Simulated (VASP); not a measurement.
# Al18H in VASP: further runs, part 2 of 2

VASP 6.6.1.

**4. Single point, PBEsol**

Input file INCAR:

```
PREC = Accurate ; ENCUT = 520
EDIFF = 1E-7 ; ISMEAR = -1
SIGMA = 0.1 ; LREAL = Auto
LASPH = True ; NELM = 100
ALGO = Normal ; ISIF = 2
LWAVE = False ; LCHARG = False
GGA = PS ; NBANDS = 42
```

Input file KPOINTS:

```
regular mesh
0
Gamma
  3 2 1
```

Input file POSCAR:

```
Al18H
1.0
    5.7275650000      0.0000000000      0.0000000000
    4.2956740000      7.4403250000      0.0000000000
    0.0000000000      0.0000000000     17.6765370000
Al H
18 1
Direct
    0.1666665958      0.1111111410      0.0565722234
    0.6666666831      0.1111111410      0.0565722234
    0.1666667458      0.4444444295      0.0565722234
    0.6666666585      0.4444444295      0.0565722234
    0.1666666204      0.7777778524      0.0565722234
    0.6666667077      0.7777778524      0.0565722234
   -0.1635221312      0.2177222097      0.1878641727
    0.3360317091      0.2185404535      0.1876262302
   -0.1638799743      0.5520735989      0.1865251095
    0.3340161963      0.5530211382      0.1876429755
   -0.1675542129      0.8884290673      0.1879348314
    0.3351943674      0.8875399932      0.1876535545
   -0.0057136026      0.0075715779      0.3190344353
    0.4947284815      0.0040181040      0.3208995631
   -0.0027560751      0.3364660818      0.3199016866
    0.4996217573      0.3312399660      0.3196285562
   -0.0191268634      0.6729324324      0.3175836421
    0.5064543103      0.6705643907      0.3176682741
    0.2957800046      0.6023273177      0.3686007616
```

Run with:

```
> cat potpaw_PBE.64/Al/POTCAR potpaw_PBE.64/H/POTCAR > POTCAR
> mpirun -np 1 vasp_std > vasp.out
```

It took 2.8 min on 1 thread of Intel Xeon 6975P-C (Granite Rapids), shared host; peak memory 0.79 GiB.

The run converged. Its results:

```
Free energy            : -72.2047 eV
Largest force          : 0.113 eV/Å
Band gap on the k mesh : zero (an odd number of electrons rules out a gap without spin polarisation)
```

Forces in eV/Å, atoms in the order of the input:
```
Al   0.072 -0.008 -0.072
Al  -0.071  0.008 -0.024
Al   0.066 -0.064  0.007
Al  -0.072  0.038 -0.009
Al   0.082 -0.028  0.073
Al  -0.085  0.059 -0.002
Al  -0.002 -0.002  0.001
Al  -0.004  0.001  0.002
Al   0.000 -0.001  0.002
Al   0.000  0.001  0.007
Al   0.000 -0.001  0.005
Al   0.000 -0.004  0.004
Al  -0.005 -0.003  0.001
Al   0.001 -0.003  0.002
Al  -0.007 -0.002 -0.002
Al   0.004  0.006  0.004
Al   0.025  0.007  0.004
Al   0.010  0.003  0.001
H   -0.013 -0.007 -0.003
```

Levels at points of the mesh, in eV from the Fermi level:
| k point | band 24 | band 25 | band 26 | band 27 | band 28 | band 29 | band 30 | band 31 |
| --- | --- | --- | --- | --- | --- | --- | --- | --- |
| (0.00, 0.00, 0.00) | -0.43 | -0.29 | -0.21 | -0.17 | -0.10 | 0.06 | 0.11 | 0.59 |
| (0.00, 0.50, 0.00) | -1.35 | -0.63 | -0.23 | -0.18 | -0.17 | -0.10 | 0.01 | 0.98 |

Caveat: the k points lie up to 0.42 Å⁻¹ apart, too coarse for converged energies and pressures of a metal; the PAW data sets were made with another functional, which shifts forces and pressure a little.

**5. Single point, PBEsol**

Input file INCAR:

```
  ALGO = Normal
  EDIFF = 1E-7
  ENCUT = 520
  GGA = PS
  ISIF = 2
  ISMEAR = -1
  LASPH = T
  LCHARG = F
  LREAL = Auto
  LWAVE = F
  NBANDS = 42
  NELM = 80
  PREC = Accurate
  SIGMA = 0.1
```

Input file KPOINTS:

```
k-points
0
Gamma
  3 2 1
```

Input file POSCAR:

```
Al18H
1.0
    5.7275650000      0.0000000000      0.0000000000
    4.2956740000      7.4403250000      0.0000000000
    0.0000000000      0.0000000000     17.6765370000
Al H
18 1
Direct
    0.1666665958      0.1111111410      0.0565722234
    0.6666666831      0.1111111410      0.0565722234
    0.1666667458      0.4444444295      0.0565722234
    0.6666666585      0.4444444295      0.0565722234
    0.1666666204      0.7777778524      0.0565722234
    0.6666667077      0.7777778524      0.0565722234
   -0.1634349706      0.2160928454      0.1868984858
    0.3390911483      0.2146497633      0.1873326772
   -0.1610713675      0.5487652757      0.1854239889
    0.3352729261      0.5509395087      0.1877845757
   -0.1634272224      0.8840640698      0.1884486198
    0.3363479854      0.8841162180      0.1883662507
   -0.0084913929      0.0113386176      0.3184202879
    0.5000430542     -0.0024015080      0.3205647124
    0.0009528213      0.3331439151      0.3194607632
    0.5018599467      0.3269839691      0.3180296005
   -0.0134900142      0.6643306576      0.3170373812
    0.5174644460      0.6598326014      0.3167765836
    0.2516487427      0.6626600317      0.3711074177
```

Potentials or basis: VASP PAW PBE potentials, release 64 (Al, H).

Run with:

```
> cat potpaw_PBE.64/Al/POTCAR potpaw_PBE.64/H/POTCAR > POTCAR
> mpirun -np 1 vasp_std > vasp.out
```

OUTCAR:

```text
EDIFF = 1E-7
   ENCUT = 520
   GGA = PS
   ISIF = 2
   ISMEAR = -1
   LASPH = T
   LREAL = Auto
   NELM = 80
   PREC = Accurate

 ion  position               nearest neighbor table
   1  0.167  0.111  0.057-   8 2.83   7 2.83   2 2.86   4 2.86   5 2.86   3 2.86   6 2.86   2 2.86
                            12 2.88
   2  0.667  0.111  0.057-   7 2.82   8 2.83   1 2.86   4 2.86   3 2.86   5 2.86   6 2.86   1 2.86
                            11 2.88
   3  0.167  0.444  0.057-   9 2.80  10 2.83   4 2.86   2 2.86   1 2.86   5 2.86   6 2.86   4 2.86
                             8 2.88
   4  0.667  0.444  0.057-   9 2.80  10 2.84   7 2.86   3 2.86   2 2.86   1 2.86   5 2.86   3 2.86
                             6 2.86
   5  0.167  0.778  0.057-  12 2.85  11 2.85   6 2.86   2 2.86   1 2.86   3 2.86   4 2.86   6 2.86
                            10 2.87
   6  0.667  0.778  0.057-   9 2.84  11 2.85  12 2.85   5 2.86   2 2.86   1 2.86   3 2.86   5 2.86
                             4 2.86
   7  0.837  0.216  0.187-  13 2.78   2 2.82   1 2.83  16 2.85  11 2.85   8 2.86  12 2.86   4 2.86
                             9 2.87   8 2.87  10 2.87  15 2.89
   8  0.339  0.215  0.187-   2 2.83   1 2.83  16 2.84  11 2.84  12 2.85   7 2.86  14 2.86   9 2.87
                             7 2.87   3 2.88  15 2.88  10 2.88
   9  0.839  0.549  0.185-   3 2.80   4 2.80  18 2.82  17 2.82   6 2.84  10 2.85  15 2.86   7 2.87
[... 4 lines left out ...]
                            13 2.87  14 2.87   9 2.87   2 2.88
  12  0.336  0.884  0.188-  18 2.82   5 2.85   8 2.85   6 2.85   7 2.86  11 2.86  14 2.86  11 2.86
                            10 2.87  13 2.87   1 2.88   9 2.88
  13  0.992  0.011  0.318-  16 2.76   7 2.78  15 2.79  14 2.86  12 2.87  11 2.87  14 2.88  17 3.00
                            18 3.02
  14  0.500  0.998  0.321-  17 2.83  16 2.84  18 2.85   8 2.86  13 2.86  12 2.86  11 2.87  15 2.87
                            13 2.88
  15  0.001  0.333  0.319-  18 2.79  13 2.79  17 2.81  16 2.84   9 2.86  14 2.87   8 2.88  16 2.89
                             7 2.89
  16  0.502  0.327  0.318-  13 2.76   8 2.84  14 2.84  10 2.84  15 2.84   7 2.85  15 2.89  18 2.91
                            17 2.93
  17  0.987  0.664  0.317-  19 1.79  18 2.71  11 2.80  15 2.81   9 2.82  14 2.83  10 2.87  16 2.93
                            13 3.00  18 3.02
  18  0.517  0.660  0.317-  19 1.79  17 2.71  15 2.79   9 2.82  12 2.82  10 2.85  14 2.85  16 2.91
                            13 3.02  17 3.02
  19  0.252  0.663  0.371-  17 1.79  18 1.79

  LATTYP: Found a simple monoclinic cell.
 ALAT       =     5.7275650000
[... 203 lines left out ...]
 NGX is ok and might be reduce to    42
   NGX = 21   NGY = 31   NGZ = 65

 number of electron      55.0000000 magnetization

 Free energy of the ion-electron system (eV)
  ---------------------------------------------------
  ext. energy  EPLUGINS =         0.00000000
  ---------------------------------------------------
  free energy    TOTEN  =       -72.25086803 eV

  energy without entropy =      -71.88806677  energy(sigma->0) =      -72.06946740

 E-fermi :   0.5770     XC(G=0):  -5.0441

 val. band max:        0.5543967712   @ k =   0.0000   0.5000   0.0000
 cond. band min:       0.5800076368   @ k =   0.0000   0.5000   0.0000
 fundamental gap:      0.0256108657
 Fermi energy:         0.5770109631

 k-point     1 :       0.0000    0.0000    0.0000
  band No.  band energies     occupation
      1      -9.8020      2.00000
      2      -8.1728      2.00000
      3      -7.2412      2.00000
      4      -7.0993      2.00000
      5      -6.0712      2.00000
      6      -5.4180      2.00000
[... 157 lines left out ...]
     38       3.0810      0.00000
     39       3.1244      0.00000
 [bands above 39 left out]

------------------------ aborting loop because EDIFF is reached ----------------------------------------

  FORCE on cell =-STRESS in cart. coord.  units (eV):
  Direction    XX          YY          ZZ          XY          YZ          ZX
  --------------------------------------------------------------------------------------
  -------------------------------------------------------------------------------------
  Total       -7.4981864     -6.9536436      0.0474372     -0.0663723      0.4392503      0.0494148
  in kB      -15.9480539    -14.7898541      0.1008952     -0.1411688      0.9342508      0.1051015
  external PRESSURE =     -10.2123376 kB  Pullay stress =       0.0000000 kB

 VOLUME and BASIS-vectors are now :
 -----------------------------------------------------------------------------
  energy-cutoff  :      520.00
  volume of cell :      753.28
      direct lattice vectors                 reciprocal lattice vectors
     5.727565000  0.000000000  0.000000000     0.174594265 -0.100802054  0.000000000
     4.295674000  7.440325000  0.000000000     0.000000000  0.134402731  0.000000000
     0.000000000  0.000000000 17.676537000     0.000000000  0.000000000  0.056572167

 POSITION                                       TOTAL-FORCE (eV/Angst)
 -----------------------------------------------------------------------------------
      1.43189      0.82670      1.00000         0.037664     -0.014949     -0.059179
      4.29567      0.82670      1.00000        -0.038984      0.007016     -0.030283
      2.86378      3.30681      1.00000         0.049482     -0.050681     -0.015071
      5.72757      3.30681      1.00000        -0.056515     -0.004954     -0.049055
      4.29567      5.78692      1.00000         0.057791     -0.008351      0.121742
      7.15946      5.78692      1.00000        -0.061427      0.043537      0.020006
[... 11 lines left out ...]
      5.79824      4.90937      5.59951        -0.003280     -0.032651      0.004944
      4.28791      4.93041      6.55989         0.006105      0.175298      0.012515
 -----------------------------------------------------------------------------------
    total drift:                                0.006601      0.000016      0.011636

  FREE ENERGIE OF THE ION-ELECTRON SYSTEM (eV)
  ---------------------------------------------------
  free  energy   TOTEN  =       -72.2508680290 eV

  energy  without entropy=      -71.8880667690  energy(sigma->0) =      -72.06946740
```

Wall time 2.8 min (1 thread of Intel Xeon 6975P-C (Granite Rapids), shared host); peak memory 0.79 GiB.

Results:

| Item | Value |
| --- | --- |
| Free energy | -72.2509 eV |
| Largest force | 0.176 eV/Å |
| Band gap on the k mesh | zero (an odd number of electrons rules out a gap without spin polarisation) |

Forces on the atoms (eV/Å):
```
Al   0.038 -0.015 -0.059
Al  -0.039  0.007 -0.030
Al   0.049 -0.051 -0.015
Al  -0.057 -0.005 -0.049
Al   0.058 -0.008  0.122
Al  -0.061  0.044  0.020
Al  -0.001 -0.005 -0.007
Al   0.001 -0.014  0.001
Al   0.002 -0.010 -0.010
Al  -0.001 -0.007 -0.001
Al   0.006 -0.011  0.005
Al   0.000 -0.009  0.006
Al  -0.005  0.007  0.000
Al   0.001 -0.019  0.003
Al   0.001 -0.009  0.000
Al  -0.001 -0.015 -0.009
Al   0.005 -0.023  0.006
Al  -0.003 -0.033  0.005
H    0.006  0.175  0.013
```

Caveat: the k points lie up to 0.42 Å⁻¹ apart, too coarse for converged energies and pressures of a metal; the PAW data sets were made with another functional, which shifts forces and pressure a little.

**6. Single point, PBEsol**

Input file INCAR:

```
PREC = Accurate
ENCUT = 520
EDIFF = 1E-7
ISMEAR = -1
SIGMA = 0.1
LREAL = Auto
LASPH = T
NELM = 80
ALGO = Normal
ISIF = 2
LWAVE = F
LCHARG = T
GGA = PS
LELF = T
LVHAR = T
NBANDS = 42
```

Input file KPOINTS:

```
Automatic mesh
0
Gamma
  3 2 1
```

Input file POSCAR:

```
Al18H
1.0
    5.7275650000      0.0000000000      0.0000000000
    4.2956740000      7.4403250000      0.0000000000
    0.0000000000      0.0000000000     17.6765370000
Al H
18 1
Direct
    0.1666665958      0.1111111410      0.0565722234
    0.6666666831      0.1111111410      0.0565722234
    0.1666667458      0.4444444295      0.0565722234
    0.6666666585      0.4444444295      0.0565722234
    0.1666666204      0.7777778524      0.0565722234
    0.6666667077      0.7777778524      0.0565722234
   -0.1640284303      0.2166620410      0.1866656914
    0.3401178066      0.2137718446      0.1874884204
   -0.1594754001      0.5472023064      0.1847960378
    0.3354312252      0.5504509548      0.1877076375
   -0.1614588885      0.8825423621      0.1888111908
    0.3362501826      0.8830209702      0.1889880354
   -0.0067023779      0.0078274807      0.3192060187
    0.5046679780     -0.0071608431      0.3204007097
    0.0060748504      0.3268204010      0.3195289326
    0.5032095520      0.3258858988      0.3181896997
   -0.0064232538      0.6548619852      0.3171921061
    0.5239721419      0.6514292050      0.3167136187
    0.2073995061      0.7230704304      0.3657555210
```

Potentials or basis: VASP PAW PBE potentials, release 64 (Al, H).

Run with:

```
> cat potpaw_PBE.64/Al/POTCAR potpaw_PBE.64/H/POTCAR > POTCAR
> mpirun -np 1 vasp_std > vasp.out
```

OUTCAR:

```text
PREC = Accurate
   ENCUT = 520
   EDIFF = 1E-7
   ISMEAR = -1
   LREAL = Auto
   LASPH = T
   NELM = 80
   ISIF = 2
   GGA = PS

 ion  position               nearest neighbor table
   1  0.167  0.111  0.057-   7 2.82   8 2.83   2 2.86   4 2.86   5 2.86   3 2.86   6 2.86   2 2.86
                            12 2.89
   2  0.667  0.111  0.057-   7 2.82   8 2.83   1 2.86   4 2.86   3 2.86   5 2.86   6 2.86   1 2.86
                            11 2.89
   3  0.167  0.444  0.057-   9 2.79  10 2.83   4 2.86   2 2.86   1 2.86   5 2.86   6 2.86   4 2.86
                             8 2.88
   4  0.667  0.444  0.057-   9 2.79  10 2.84   7 2.86   3 2.86   2 2.86   1 2.86   5 2.86   3 2.86
                             6 2.86
[... 432 lines left out ...]
  external PRESSURE =     -10.5188673 kB  Pullay stress =       0.0000000 kB

 VOLUME and BASIS-vectors are now :
 -----------------------------------------------------------------------------
  energy-cutoff  :      520.00
  volume of cell :      753.28
      direct lattice vectors                 reciprocal lattice vectors
     5.727565000  0.000000000  0.000000000     0.174594265 -0.100802054  0.000000000
     4.295674000  7.440325000  0.000000000     0.000000000  0.134402731  0.000000000
     0.000000000  0.000000000 17.676537000     0.000000000  0.000000000  0.056572167

 POSITION                                       TOTAL-FORCE (eV/Angst)
 -----------------------------------------------------------------------------------
      1.43189      0.82670      1.00000         0.015134     -0.025310     -0.029939
      4.29567      0.82670      1.00000        -0.019050     -0.006631      0.000591
      2.86378      3.30681      1.00000         0.016806     -0.041238     -0.045207
      5.72757      3.30681      1.00000        -0.021696     -0.023898     -0.070949
      4.29567      5.78692      1.00000         0.023143      0.007148      0.126986
      7.15946      5.78692      1.00000        -0.027464      0.006132      0.030494
[... 11 lines left out ...]
      5.79941      4.84684      5.59840        -0.003137     -0.032710      0.006503
      4.29397      5.37988      6.46529         0.004181      0.244274     -0.053437
 -----------------------------------------------------------------------------------
    total drift:                                0.009697      0.000123      0.006318

  FREE ENERGIE OF THE ION-ELECTRON SYSTEM (eV)
  ---------------------------------------------------
  free  energy   TOTEN  =       -72.3576371195 eV

  energy  without entropy=      -71.9966470212  energy(sigma->0) =      -72.17714207
```

stdout:

```text
POSCAR found type information on POSCAR AlH
 POSCAR found :  2 types and      19 ions
 scaLAPACK will be used
 -----------------------------------------------------------------------------
|                                                                             |
|                                                                             |
[... 21 lines left out ...]
|     Results are often still useful ...                                      |
|                                                                             |
 -----------------------------------------------------------------------------

 POSCAR, INCAR and KPOINTS ok, starting setup
 FFT: planning ... GRIDC
 FFT: planning ... GRID_SOFT
 FFT: planning ... GRID
 WAVECAR not read
 entering main loop
```

Wall time 2.9 min (1 thread of Intel Xeon 6975P-C (Granite Rapids), shared host); peak memory 0.79 GiB.

Results:

```
Free energy            : -72.3576 eV
Largest force          : 0.250 eV/Å
Band gap on the k mesh : zero (an odd number of electrons rules out a gap without spin polarisation)
```

Forces in eV/Å, atoms in the order of the input:
```
Al   0.015 -0.025 -0.030
Al  -0.019 -0.007  0.001
Al   0.017 -0.041 -0.045
Al  -0.022 -0.024 -0.071
Al   0.023  0.007  0.127
Al  -0.027  0.006  0.030
Al   0.001  0.004 -0.004
Al   0.003 -0.005  0.006
Al   0.001 -0.006 -0.006
Al  -0.001 -0.003  0.000
Al   0.005 -0.005  0.004
Al   0.000 -0.005  0.008
Al  -0.005 -0.021  0.010
Al   0.007 -0.019  0.001
Al   0.000 -0.028  0.003
Al   0.000 -0.007  0.005
Al   0.002 -0.034  0.008
Al  -0.003 -0.033  0.007
H    0.004  0.244 -0.053
```

Levels at points of the mesh, in eV from the Fermi level:
```
           k point  band 24  band 25  band 26  band 27  band 28  band 29  band 30  band 31
(0.00, 0.00, 0.00)    -0.48    -0.29    -0.21    -0.17    -0.05     0.04     0.10     0.61
(0.00, 0.50, 0.00)    -1.34    -0.62    -0.23    -0.20    -0.16    -0.03     0.03     1.03
```

Caveat: the k points lie up to 0.42 Å⁻¹ apart, too coarse for converged energies and pressures of a metal; the PAW data sets were made with another functional, which shifts forces and pressure a little.

**7. Summary**

```tsv
cell	gap on the mesh (eV)	largest force (eV/Å)
as given, atomic positions A	none	0.21
as given, atomic positions B	none	0.11
as given, atomic positions C	none	0.11
as given, atomic positions D	none	0.18
as given, atomic positions E	none	0.25
```

Alike in all rows: task single point; level PBEsol; potentials or basis VASP PAW PBE potentials, release 64 (Al, H); no spin polarisation; k mesh 3 × 2 × 1; cutoff (eV) 520; smearing fermi-dirac 0.1 eV.

Caveats: all runs use coarse meshes; the PAW data sets were made with another functional, which shifts forces and pressure a little.

Total energies depend on the potentials used, so only differences within one code and one set of settings carry meaning.
